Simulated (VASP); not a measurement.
Wanted: the native input for a VASP 6.6.1 run.

- Task: relaxation of cell and atoms
- Functional: PBE
- Potentials or basis: VASP PAW PBE potentials, release 64 (Y_sv, I)
- Cutoff: 600 eV
- k mesh: 6 × 6 × 6
- Occupations: gaussian, width 0.1 eV
- Spin: no spin polarisation
- Dipole correction: no
- Further INCAR settings: ALGO = Normal; EDIFF = 1e-07; IBRION = 2; EDIFFG = -0.01; NSW = 100; ISIF = 3

The structure of Y4I lies in POSCAR:

```
Y4I
1.0
    5.8185974288      0.0000000000      0.0000000000
    0.0000000000      5.8185974288      0.0000000000
    0.0000000000      0.0000000000      5.8185974288
Y I
4 1
Direct
    0.2886048218      0.2886048218      0.2886048218
    0.7113951782      0.7113951782      0.2886048218
    0.2886048218      0.7113951782      0.7113951782
    0.7113951782      0.2886048218      0.7113951782
    0.0000000000      0.0000000000      0.0000000000
```

The cell was built from a structure type or drawn by symmetry, and may not be a known phase.

These files were run (other wordings do the same):

INCAR

```
PREC = Accurate
ENCUT = 600
EDIFF = 1E-7
ISMEAR = 0
SIGMA = 0.1
LREAL = False
LASPH = True
NELM = 100
ALGO = Normal
ISIF = 3
LWAVE = False
LCHARG = False
GGA = PE
IBRION = 2
NSW = 100
EDIFFG = -0.01
```

KPOINTS

```
regular mesh
0
Gamma
  6 6 6
```

Potentials or basis: VASP PAW PBE potentials, release 64 (Y_sv, I).

Run with:

```bash
$ cat potpaw_PBE.64/Y_sv/POTCAR potpaw_PBE.64/I/POTCAR > POTCAR
$ mpirun -np 1 vasp_std > vasp.out
```

It gave:

```
Relaxed volume                        : 39.53 Å³/atom
Relaxed cell                          : a = 5.825 Å, b = 5.825 Å, c = 5.825 Å, α = 90.00°, β = 90.00°, γ = 90.00°
Space group after relaxing (to 0.1 Å) : P-43m (No. 215)
Energy gained by relaxing             : 0.1 meV/atom
Ionic steps                           : 4
Pressure after relaxing               : 0.0 GPa
Largest force after relaxing          : 0.007 eV/Å
Band gap on the k mesh                : zero (an odd number of electrons rules out a gap without spin polarisation)
```

Caveat: spin-orbit coupling is left out, which moves the levels of the heavy elements; an odd number of electrons without spin polarisation forces a metal; a magnetic or distorted state may lie lower.

Wall time 4 min on 1 thread of AMD EPYC 9R45 96-Core Processor (Zen 5) (shared host), peak memory 0.4 GiB.
